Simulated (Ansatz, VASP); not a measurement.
This is a calculation of LiF for Ansatz 0.2.0.

Contents of input.yaml:

```yaml
crystal:
  lattice:
    - [0.0, 2.014, 2.014]
    - [2.014, 0.0, 2.014]
    - [2.014, 2.014, 0.0]
  atoms:
    - { symbol: F, position: [0.5, 0.5, 0.5] }
    - { symbol: Li, position: [0.0, 0.0, 0.0] }
kpoints:
  mp_grid: { grid: [6, 6, 6] }
scf:
  occupations: { method: fermi_dirac, width: 0.1 }
hamiltonian:
  xc: { preset: hse06, exx: { coeff: 0.25, omega: 0.3 } }
  pseudopotentials: { kind: all_electron, datasets: crystal }
output:
  forces: true
  stress: true
```

Potentials or basis: all-electron PAW datasets made for the crystal.

Run with:

```console
$ ansatz run input.yaml --threads 1 --pin off --max-ram 3072MiB --backend cpu --events-out ev --progress --plain --runs-dir out
```

Problem. Translate it to VASP 6.6.1. Potentials there: VASP PAW PBE potentials, release 64 (F, Li_sv).

Solution. As run (the cutoff follows the program's own potentials):

POSCAR

```
LiF
1.0
    0.0000000000      2.0140000000      2.0140000000
    2.0140000000      0.0000000000      2.0140000000
    2.0140000000      2.0140000000      0.0000000000
F Li
1 1
Direct
    0.5000000000      0.5000000000      0.5000000000
    0.0000000000      0.0000000000      0.0000000000
```

File INCAR.step1:

```
SYSTEM = LiF
PREC     = Accurate       ! precision mode
ENCUT    = 520            ! plane-wave cutoff, eV
EDIFF    = 1E-5           ! SCF threshold, eV
ISMEAR   = -1             ! smearing method
SIGMA    = 0.1            ! smearing width, eV
LREAL    = .FALSE.        ! projectors in reciprocal space
LASPH    = .TRUE.         ! aspherical terms in the spheres
NELM     = 60             ! most SCF steps
ALGO     = Normal         ! electronic algorithm
ISIF     = 2              ! what is computed and relaxed
LWAVE    = .TRUE.         ! write WAVECAR
LCHARG   = .FALSE.        ! write CHGCAR
NBANDS   = 12             ! bands
GGA      = PE             ! functional
```

INCAR.step2

```
SYSTEM = LiF
PREC     = Accurate       ! precision mode
ENCUT    = 520            ! plane-wave cutoff, eV
EDIFF    = 1E-7           ! SCF threshold, eV
ISMEAR   = -1             ! smearing method
SIGMA    = 0.1            ! smearing width, eV
LREAL    = .FALSE.        ! projectors in reciprocal space
LASPH    = .TRUE.         ! aspherical terms in the spheres
NELM     = 60             ! most SCF steps
ALGO     = Normal         ! electronic algorithm
ISIF     = 2              ! what is computed and relaxed
LWAVE    = .FALSE.        ! write WAVECAR
LCHARG   = .FALSE.        ! write CHGCAR
GGA      = PE             ! functional
LHFCALC  = .TRUE.         ! exact exchange
AEXX     = 0.25           ! exact-exchange fraction
HFSCREEN = 0.3            ! screening, 1/A
PRECFOCK = Normal       
NBANDS   = 12             ! bands
ISTART   = 1
```

The input KPOINTS:

```
Automatic mesh
0
G
  6 6 6
  0 0 0
```

Potentials or basis: VASP PAW PBE potentials, release 64 (F, Li_sv).

Launch:

```bash
$ cat potpaw_PBE.64/F/POTCAR potpaw_PBE.64/Li_sv/POTCAR > POTCAR
$ cp INCAR.step1 INCAR
$ mpirun -np 1 vasp_std > vasp.out
$ cp INCAR.step2 INCAR
$ mpirun -np 1 vasp_std > vasp.out
```

Both were run:

|  | VASP | Ansatz | Ansatz less VASP |
| --- | --- | --- | --- |
| gap on the k mesh at the Fermi level (eV) | 11.10 | 11.08 | -0.013 |
| least direct gap on the mesh (eV) | 11.10 | 11.08 | -0.013 |

VASP's potentials were made for PBE, not for PBE-based screened hybrid. Ansatz ran all-electron here, and VASP with PAW potentials.

The k mesh is coarse, so the values compare programs but aren't converged. Noted on VASP's run: the cutoff is short for stress, so the pressure is rough.
